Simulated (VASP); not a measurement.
# CsBe3 (Pm-3m) in VASP: further runs

CsBe3 is run at these levels: PBE; tasks: single point, relaxation of cell and atoms.

Program: VASP 6.6.1. These are calculated values, not measurements. Logs are shortened: lines on timing, memory, paths and dates and some standing lists are left out, and cuts for length are marked.

## (1) The cell of the first run

Symmetry: Pm-3m, No. 221, cubic system. Conventional cell: a = 4.055 Å, b = 4.055 Å, c = 4.055 Å, α = 90.00°, β = 90.00°, γ = 90.00°. Within 3.8 Å of Cs (site symmetry m-3m) lie 12 Be at 2.87 Å. Within 3.8 Å of Be (site symmetry 4/mmm) lie 4 Cs at 2.87 Å and 8 Be at 2.87 Å.

## (2) Single point, PBE

INCAR

```
PREC = Accurate
ENCUT = 520
EDIFF = 1E-6
ISMEAR = 0
SIGMA = 0.1
LREAL = False
LASPH = True
NELM = 60
ALGO = Fast
ISIF = 2
LWAVE = False
LCHARG = False
GGA = PE
NBANDS = 16
```

KPOINTS

```
Automatic mesh
0
Gamma
  4 4 4
```

POSCAR

```
CsBe3
1.0
    4.0546896532      0.0000000000      0.0000000000
    0.0000000000      4.0546896532      0.0000000000
    0.0000000000      0.0000000000      4.0546896532
Cs Be
1 3
Direct
    0.0000000000      0.0000000000      0.0000000000
    0.0000000000      0.5000000000      0.5000000000
    0.5000000000      0.0000000000      0.5000000000
    0.5000000000      0.5000000000      0.0000000000
```

Potentials or basis: VASP PAW PBE potentials, release 64 (Cs_sv, Be).

On the command line:

```sh
$ cat potpaw_PBE.64/Cs_sv/POTCAR potpaw_PBE.64/Be/POTCAR > POTCAR
$ mpirun -np 1 vasp_std > vasp.out
```

OUTCAR:

```text
PREC = Accurate
   ENCUT = 520
   EDIFF = 1E-6
   ISMEAR = 0
   LREAL = False
   LASPH = True
   NELM = 60
   ISIF = 2
   GGA = PE

 ion  position               nearest neighbor table
   1  0.000  0.000  0.000-
   2  0.000  0.500  0.500-
   3  0.500  0.000  0.500-
   4  0.500  0.500  0.000-

  LATTYP: Found a simple cubic cell.
 ALAT       =     4.0546896532

  Lattice vectors:

 A1 = (   4.0546896532,   0.0000000000,   0.0000000000)
 A2 = (   0.0000000000,   4.0546896532,   0.0000000000)
 A3 = (   0.0000000000,   0.0000000000,   4.0546896532)

Analysis of symmetry for initial positions (statically):
=====================================================================
 Subroutine PRICEL returns:
 Original cell was already a primitive cell.

 Routine SETGRP: Setting up the symmetry group for a
 simple cubic supercell.

 Subroutine GETGRP returns: Found 48 space group operations
 (whereof 48 operations were pure point group operations)
 out of a pool of 48 trial point group operations.

The static configuration has the point symmetry O_h .

Analysis of symmetry for dynamics (positions and initial velocities):
=====================================================================
 Subroutine PRICEL returns:
 Original cell was already a primitive cell.

 Routine SETGRP: Setting up the symmetry group for a
 simple cubic supercell.

 Subroutine GETGRP returns: Found 48 space group operations
 (whereof 48 operations were pure point group operations)
 out of a pool of 48 trial point group operations.

The dynamic configuration has the point symmetry O_h .

 Subroutine INISYM returns: Found 48 space group operations
 (whereof 48 operations are pure point group operations),
 and found     1 'primitive' translations

----------------------------------------------------------------------------------------

                                     Primitive cell

  volume of cell :      66.6612

  direct lattice vectors                    reciprocal lattice vectors
     4.054689653  0.000000000  0.000000000     0.246628000  0.000000000  0.000000000
     0.000000000  4.054689653  0.000000000     0.000000000  0.246628000  0.000000000
     0.000000000  0.000000000  4.054689653     0.000000000  0.000000000  0.246628000

  length of vectors
     4.054689653  4.054689653  4.054689653     0.246628000  0.246628000  0.246628000

  position of ions in fractional coordinates (direct lattice)
     0.000000000  0.000000000  0.000000000
     0.000000000  0.500000000  0.500000000
     0.500000000  0.000000000  0.500000000
     0.500000000  0.500000000  0.000000000

  ion indices of the primitive-cell ions
   primitive index   ion index
                 1           1
                 2           2
                 3           3
                 4           4

----------------------------------------------------------------------------------------

 KPOINTS: Automatic mesh

Automatic generation of k-mesh.
 Grid dimensions read from file:
 generate k-points for:    4    4    4

 Generating k-lattice:

  Cartesian coordinates                     Fractional coordinates (reciprocal lattice)
     0.061657000  0.000000000  0.000000000     0.250000000  0.000000000  0.000000000
     0.000000000  0.061657000  0.000000000     0.000000000  0.250000000  0.000000000
     0.000000000  0.000000000  0.061657000     0.000000000  0.000000000  0.250000000

  Length of vectors
     0.061657000  0.061657000  0.061657000

  Shift w.r.t. Gamma in fractional coordinates (k-lattice)
     0.000000000  0.000000000  0.000000000

 Subroutine IBZKPT returns following result:
 ===========================================

 Found     10 irreducible k-points:

 Following reciprocal coordinates:
            Coordinates               Weight
  0.000000  0.000000  0.000000      1.000000
  0.250000  0.000000  0.000000      6.000000
  0.500000  0.000000  0.000000      3.000000
  0.250000  0.250000  0.000000     12.000000
  0.500000  0.250000  0.000000     12.000000
  0.500000  0.500000  0.000000      3.000000
  0.250000  0.250000  0.250000      8.000000
  0.500000  0.250000  0.250000     12.000000
  0.500000  0.500000  0.250000      6.000000
  0.500000  0.500000  0.500000      1.000000
   k-points           NKPTS =     10   k-points in BZ     NKDIM =     10   number of bands    NBANDS=     16
   number of dos      NEDOS =    301   number of ions     NIONS =      4
   total plane-waves  NPLWV =  27000
   dimension x,y,z NGX =    30 NGY =   30 NGZ =   30
   dimension x,y,z NGXF=    60 NGYF=   60 NGZF=   60
   ions per type =               1   3
   NGX,Y,Z   is equivalent  to a cutoff of  12.30, 12.30, 12.30 a.u.
   NGXF,Y,Z  is equivalent  to a cutoff of  24.60, 24.60, 24.60 a.u.
 SYSTEM =  unknown system
   PREC   = accura    normal or accurate (medium, high low for compatibility)
   ISTART =      0    job   : 0-new  1-cont  2-samecut
   ICHARG =      2    charge: 1-file 2-atom 10-const
   ISPIN  =      1    spin polarized calculation?
   LNONCOLLINEAR =      F non collinear calculations
   LSORBIT =      F    spin-orbit coupling
   LASPH  =      T    aspherical Exc in radial PAW
   ENCUT  =  520.0 eV  38.22 Ry    6.18 a.u.   7.54  7.54  7.54*2*pi/ulx,y,z
   NELM   =     60;   NELMIN=  2; NELMDL= -5     # of ELM steps
   EDIFF  = 0.1E-05   stopping-criterion for ELM
   LREAL  =      F    real-space projection
   EDIFFG = 0.1E-04   stopping-criterion for IOM
   NSW    =      0    number of steps for IOM
   IBRION =     -1    ionic relax: 0-MD 1-quasi-New 2-CG
   NFREE  =      0    steps in history (QN), initial steepest desc. (CG)
   ISIF   =      2    stress and relaxation
   ISYM   =      2    0-nonsym 1-usesym 2-fastsym
   POTIM  = 0.5000    time-step for ionic-motion
   TEBEG  =    0.0;   TEEND  =   0.0 temperature during run
   PSTRESS=    0.0 pullay stress
   NELECT =      15.0000    total number of electrons
   NUPDOWN=      -1.0000    fix difference up-down
   EMIN   =  10.00;   EMAX   =-10.00  energy-range for DOS
   EFERMI =   0.00;   METHOD = LEGACY
   ISMEAR =     0;   SIGMA  =   0.10  broadening in eV -4-tet -1-fermi 0-gaus
   EFERMI_NEDOS =   21; number of points for ismear=-14 and -15
   IALGO  =     68    algorithm
   IMIX   =      4    mixing-type and parameters
     AMIX     =   0.40;   BMIX     =  1.00
     AMIX_MAG =   1.60;   BMIX_MAG =  1.00
  volume/ion in A,a.u.               =      16.67       112.46
  Fermi-wavevector in a.u.,A,eV,Ry     =   0.995744  1.881683 13.490256  0.991506
  Thomas-Fermi vector in A             =   2.127785
   LORBIT       =      0    0 simple, 1 ext, 2 COOP (PROOUT), +10 PAW based schemes
   GGA     = PE    functional components
   LHFCALC =     F    Hartree Fock is set to
   AEXX    =    0.0000 exact exchange contribution
   IVDW    =     0    specifies the selected vdW correction
   LEPSILON=     F    determine dielectric tensor
   LRPA    =     F    only Hartree local field effects (RPA)
 non-spin polarized calculation
 RMM-DIIS sequential band-by-band and
 Gauss-broadening in eV      SIGMA  =   0.10
  energy-cutoff  :      520.00
  volume of cell :       66.66
 maximum number of plane-waves:      1856
   NGX = 15   NGY = 15   NGZ = 15

 number of electron      15.0000005 magnetization

 Free energy of the ion-electron system (eV)
  ---------------------------------------------------
  ext. energy  EPLUGINS =         0.00000000
  ---------------------------------------------------
  free energy    TOTEN  =        -3.50269981 eV

  energy without entropy =       -3.49416991  energy(sigma->0) =       -3.49843486

 E-fermi :   4.4774     XC(G=0):  -9.7929

 val. band max:        4.3188848905   @ k =   0.5000   0.2500   0.0000
 cond. band min:       4.5468473684   @ k =   0.5000   0.2500   0.2500
 fundamental gap:      0.2279624779
 Fermi energy:         4.4773875602

 k-point     1 :       0.0000    0.0000    0.0000
  band No.  band energies     occupation
      1     -17.9284      2.00000
      2      -4.8210      2.00000
      3      -4.8210      2.00000
      4      -4.8210      2.00000
      5      -1.3928      2.00000
      6       3.5463      2.00000
[... 8 lines left out ...]
     15      10.2040      0.00000
     16      10.2040      0.00000

 k-point     2 :       0.2500    0.0000    0.0000
  band No.  band energies     occupation
      1     -17.8680      2.00000
      2      -5.7701      2.00000
      3      -4.6854      2.00000
      4      -4.6854      2.00000
      5      -0.3979      2.00000
      6       3.2885      2.00000
[... 8 lines left out ...]
     15      12.0805      0.00000
     16      12.0806      0.00000

 k-point     3 :       0.5000    0.0000    0.0000
  band No.  band energies     occupation
      1     -17.8057      2.00000
      2      -6.4509      2.00000
      3      -4.5383      2.00000
      4      -4.5383      2.00000
      5       0.8533      2.00000
      6       1.8702      2.00000
[... 8 lines left out ...]
     15      10.8447      0.00000
     16      10.8448      0.00000

 k-point     4 :       0.2500    0.2500    0.0000
  band No.  band energies     occupation
      1     -17.8079      2.00000
      2      -5.6793      2.00000
      3      -5.5171      2.00000
      4      -4.5585      2.00000
      5       0.3739      2.00000
      6       2.3040      2.00000
[... 8 lines left out ...]
     15      10.3960      0.00000
     16      12.6585      0.00000
[... 58 lines left out ...]
 k-point     8 :       0.5000    0.2500    0.2500
  band No.  band energies     occupation
      1     -17.6859      2.00000
      2      -6.1188      2.00000
      3      -5.3231      2.00000
      4      -5.2437      2.00000
      5       0.6086      2.00000
      6       2.4752      2.00000
[... 8 lines left out ...]
     15      11.4598      0.00000
     16      11.7356      0.00000

 k-point     9 :       0.5000    0.5000    0.2500
  band No.  band energies     occupation
      1     -17.6240      2.00000
      2      -5.9449      2.00000
      3      -5.9449      2.00000
      4      -5.1477      2.00000
      5       0.2164      2.00000
      6       2.6597      2.00000
[... 8 lines left out ...]
     15      11.3443      0.00000
     16      13.1891      0.00000

 k-point    10 :       0.5000    0.5000    0.5000
  band No.  band energies     occupation
      1     -17.5620      2.00000
      2      -5.8065      2.00000
      3      -5.8065      2.00000
      4      -5.8065      2.00000
      5       1.7015      2.00000
      6       1.7217      2.00000
[... 8 lines left out ...]
     15      13.4363      0.00000
     16      13.4363      0.00000

------------------------ aborting loop because EDIFF is reached ----------------------------------------

  FORCE on cell =-STRESS in cart. coord.  units (eV):
  Direction    XX          YY          ZZ          XY          YZ          ZX
  --------------------------------------------------------------------------------------
  -------------------------------------------------------------------------------------
  Total        4.2272309      4.2272309      4.2272309     -0.0000000     -0.0000000      0.0000000
  in kB      101.5999973    101.5999973    101.5999973     -0.0000000     -0.0000000      0.0000000
  external PRESSURE =     101.5999973 kB  Pullay stress =       0.0000000 kB

 VOLUME and BASIS-vectors are now :
 -----------------------------------------------------------------------------
  energy-cutoff  :      520.00
  volume of cell :       66.66
      direct lattice vectors                 reciprocal lattice vectors
     4.054689653  0.000000000  0.000000000     0.246628000  0.000000000  0.000000000
     0.000000000  4.054689653  0.000000000     0.000000000  0.246628000  0.000000000
     0.000000000  0.000000000  4.054689653     0.000000000  0.000000000  0.246628000

 POSITION                                       TOTAL-FORCE (eV/Angst)
 -----------------------------------------------------------------------------------
      0.00000      0.00000      0.00000         0.000000      0.000000      0.000000
      0.00000      2.02734      2.02734         0.000000      0.000000      0.000000
      2.02734      0.00000      2.02734         0.000000      0.000000      0.000000
      2.02734      2.02734      0.00000         0.000000      0.000000      0.000000
 -----------------------------------------------------------------------------------
    total drift:                               -0.000000     -0.000000      0.000000

  FREE ENERGIE OF THE ION-ELECTRON SYSTEM (eV)
  ---------------------------------------------------
  free  energy   TOTEN  =        -3.5026998103 eV

  energy  without entropy=       -3.4941699148  energy(sigma->0) =       -3.49843486
```

Wall time 11 s (1 thread of Intel Xeon Platinum 8259CL at 2.50GHz (Skylake/Cascade Lake), shared host); peak memory 0.15 GiB.

Results:

* Free energy: -3.5027 eV
* Pressure: 10.2 GPa
* Band gap on the k mesh: zero (an odd number of electrons rules out a gap without spin polarisation)

Caveat: the k points lie up to 0.39 Å⁻¹ apart, too coarse for converged energies and pressures of a metal; spin-orbit coupling is left out, which moves the levels of the heavy elements.

## (3) Single point, PBE

This run uses another cell than the first one, of 24.05 Å³/atom.

INCAR

```
SYSTEM = CsBe3
ALGO = Normal
EDIFF = 1E-6
ENCUT = 520
GGA = PE
ISIF = 2
ISMEAR = 0
LASPH = .TRUE.
LCHARG = .FALSE.
LREAL = .FALSE.
LWAVE = .FALSE.
NBANDS = 16
NELM = 80
PREC = Accurate
SIGMA = 0.1
```

KPOINTS

```
k-points
0
G
  4 4 4
  0 0 0
```

POSCAR

```
CsBe3
1.0
    4.5819976521      0.0000000000      0.0000000000
    0.0000000000      4.5819976521      0.0000000000
    0.0000000000      0.0000000000      4.5819976521
Cs Be
1 3
Direct
    0.0000000000      0.0000000000      0.0000000000
    0.0000000000      0.5000000000      0.5000000000
    0.5000000000      0.0000000000      0.5000000000
    0.5000000000      0.5000000000      0.0000000000
```

Potentials or basis: VASP PAW PBE potentials, release 64 (Cs_sv, Be).

On the command line:

```sh
$ cat potpaw_PBE.64/Cs_sv/POTCAR potpaw_PBE.64/Be/POTCAR > POTCAR
$ mpirun -np 1 vasp_std > vasp.out
```

Run time: 11 s. Hardware: 1 thread of Intel Xeon Platinum 8259CL at 2.50GHz (Skylake/Cascade Lake), shared host; peak memory 0.2 GiB.

It converged, with:

| Quantity | Value |
| --- | --- |
| Free energy | -4.3957 eV |
| Pressure | 0.4 GPa |
| Band gap on the k mesh | zero (an odd number of electrons rules out a gap without spin polarisation) |

Levels at points of the mesh, in eV from the Fermi level:
| k point | band 3 | band 4 | band 5 | band 6 | band 7 | band 8 | band 9 | band 10 | band 11 | band 12 |
| --- | --- | --- | --- | --- | --- | --- | --- | --- | --- | --- |
| (0.00, 0.00, 0.00) | -8.86 | -8.86 | -5.38 | -0.79 | -0.79 | 0.55 | 0.55 | 0.55 | 3.35 | 3.35 |
| (0.50, 0.00, 0.00) | -8.75 | -8.75 | -3.50 | -3.14 | -0.13 | -0.13 | 0.27 | 0.82 | 2.62 | 2.62 |
| (0.50, 0.50, 0.00) | -9.42 | -8.66 | -3.74 | -1.35 | -1.35 | -1.35 | 0.94 | 0.94 | 2.21 | 2.49 |
| (0.50, 0.50, 0.50) | -9.28 | -9.28 | -2.44 | -2.44 | -2.44 | -1.87 | 0.99 | 0.99 | 0.99 | 5.96 |

Caveat: spin-orbit coupling is left out, which moves the levels of the heavy elements.

## (4) Relaxation of cell and atoms, PBE

INCAR

```
SYSTEM = CsBe3
ALGO = Normal
EDIFF = 1E-6
EDIFFG = -0.04
ENCUT = 600
GGA = PE
IBRION = 2
ISIF = 3
ISMEAR = 0
LASPH = .True.
LCHARG = .False.
LREAL = .False.
LWAVE = .False.
NELM = 100
NSW = 90
PREC = Accurate
SIGMA = 0.1
```

KPOINTS

```
k-points
0
Gamma
  4 4 4
  0 0 0
```

POSCAR

```
CsBe3
1.0
    4.0546896532      0.0000000000      0.0000000000
    0.0000000000      4.0546896532      0.0000000000
    0.0000000000      0.0000000000      4.0546896532
Cs Be
1 3
Direct
    0.0000000000      0.0000000000      0.0000000000
    0.0000000000      0.5000000000      0.5000000000
    0.5000000000      0.0000000000      0.5000000000
    0.5000000000      0.5000000000      0.0000000000
```

On the command line:

```sh
$ cat potpaw_PBE.64/Cs_sv/POTCAR potpaw_PBE.64/Be/POTCAR > POTCAR
$ mpirun -np 1 vasp_std > vasp.out
```

Wall time 21 s (1 thread of Intel Xeon Platinum 8259CL at 2.50GHz (Skylake/Cascade Lake), shared host); peak memory 0.17 GiB.

It converged, with:

| Item | Value |
| --- | --- |
| Free energy | -4.3958 eV |
| Relaxed volume | 24.38 Å³/atom |
| Relaxed cell | a = 4.603 Å, b = 4.603 Å, c = 4.603 Å, α = 90.00°, β = 90.00°, γ = 90.00° |
| Space group after relaxing (to 0.1 Å) | Pm-3m (No. 221) |
| Energy gained by relaxing | 223.3 meV/atom |
| Ionic steps | 4 |
| Pressure after relaxing | 0.1 GPa |
| Band gap on the k mesh | zero (an odd number of electrons rules out a gap without spin polarisation) |

Step by step:
```csv
step,energy change (eV),largest force (eV/Å),pressure (GPa),volume (Å³)
1,0.0000,0.0000,10.20,66.66
2,-0.5560,0.0000,5.98,77.42
3,-0.8815,0.0000,0.88,93.70
4,-0.8930,0.0000,0.13,97.51
```

Final structure:
```yaml
crystal:
  lattice:
    - [4.60267, 0.00000, 0.00000]
    - [0.00000, 4.60267, 0.00000]
    - [0.00000, 0.00000, 4.60267]
  atoms:
    - { symbol: Cs, position: [0.00000, 0.00000, 0.00000] }
    - { symbol: Be, position: [0.00000, 0.50000, 0.50000] }
    - { symbol: Be, position: [0.50000, 0.00000, 0.50000] }
    - { symbol: Be, position: [0.50000, 0.50000, 0.00000] }
```

Levels at points of the mesh, in eV from the Fermi level:
```tsv
k point	band 5	band 6	band 7	band 8	band 9	band 10
(0.00, 0.00, 0.00)	-5.35	-0.79	-0.79	0.54	0.54	0.54
(0.50, 0.00, 0.00)	-3.48	-3.15	-0.11	-0.11	0.29	0.78
(0.50, 0.50, 0.00)	-3.71	-1.38	-1.38	-1.33	0.95	0.95
(0.50, 0.50, 0.50)	-2.43	-2.43	-2.43	-1.84	0.96	0.96
```

Caveat: the k points lie up to 0.34 Å⁻¹ apart in the final cell, too coarse for converged energies and pressures of a metal; the volume moved by over 15 % at a fixed basis, so the end points are rough; spin-orbit coupling is left out, which moves the levels of the heavy elements.

## (5) Overview

| task | cell | cutoff (eV) | gap on the mesh (eV) | pressure (GPa) |
| --- | --- | --- | --- | --- |
| single point | a = 4.055 Å, 4 atoms | 520 | none | 10.2 |
| single point | a = 4.582 Å, 4 atoms | 520 | none | 0.4 |
| relaxation of cell and atoms | relaxed from a = 4.055 Å, 4 atoms | 600 | none | 0.1 |

Alike in all rows: level PBE; potentials or basis VASP PAW PBE potentials, release 64 (Cs_sv, Be); no spin polarisation; k mesh 4 × 4 × 4; smearing gaussian 0.1 eV.

Caveats: some runs use coarse meshes; spin-orbit coupling is left out, which moves the levels of the heavy elements; the volume moved by over 15 % at a fixed basis, so the end points are rough (at least some runs).

Absolute energies hang on the potentials; compare differences alone.

The gap in the log of VASP goes by the Fermi energy; the results here count the filled bands.